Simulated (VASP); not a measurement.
Write the native input for VASP 6.6.1 that does the following.

```
Task                   : single point
Functional             : PBE
Potentials or basis    : VASP PAW PBE potentials, release 64 (Te, F)
Cutoff                 : 520 eV
k mesh                 : 16 × 16 × 16
Occupations            : gaussian, width 0.1 eV
Spin                   : no spin polarisation
Dipole correction      : no
Further INCAR settings : ALGO = Normal; EDIFF = 1e-06; NBANDS = 14
```

The structure of TeF lies in POSCAR:

```
TeF
1.0
    0.0000000000      2.9095552795      2.9095552795
    2.9095552795      0.0000000000      2.9095552795
    2.9095552795      2.9095552795      0.0000000000
Te F
1 1
Direct
    0.0000000000      0.0000000000      0.0000000000
    0.7500000000      0.7500000000      0.7500000000
```

One way to write it, as run:

INCAR

```
SYSTEM = TeF
ALGO     = Normal         ! electronic algorithm
EDIFF    = 1E-6           ! SCF threshold, eV
ENCUT    = 520            ! plane-wave cutoff, eV
GGA      = PE             ! functional
ISIF     = 2              ! what is computed and relaxed
ISMEAR   = 0              ! smearing method
LASPH    = .TRUE.         ! aspherical terms in the spheres
LCHARG   = .FALSE.        ! write CHGCAR
LREAL    = .FALSE.        ! projectors in reciprocal space
LWAVE    = .FALSE.        ! write WAVECAR
NBANDS   = 14             ! bands
NELM     = 80             ! most SCF steps
PREC     = Accurate       ! precision mode
SIGMA    = 0.1            ! smearing width, eV
```

KPOINTS

```
k-points
0
G
  16 16 16
  0 0 0
```

Potentials or basis: VASP PAW PBE potentials, release 64 (Te, F).

Launch:

```bash
$ cat potpaw_PBE.64/Te/POTCAR potpaw_PBE.64/F/POTCAR > POTCAR
$ mpirun -np 1 vasp_std > vasp.out
```

It gave:

```json
{
 "Pressure": "-0.3 GPa"
}
```

Caveat: an odd number of electrons without spin polarisation forces a metal; a magnetic or distorted state may lie lower.

Run time: 45 s on 1 thread of Intel(R) Xeon(R) 6975P-C (Granite Rapids), on a shared host, peak memory 0.24 GiB.
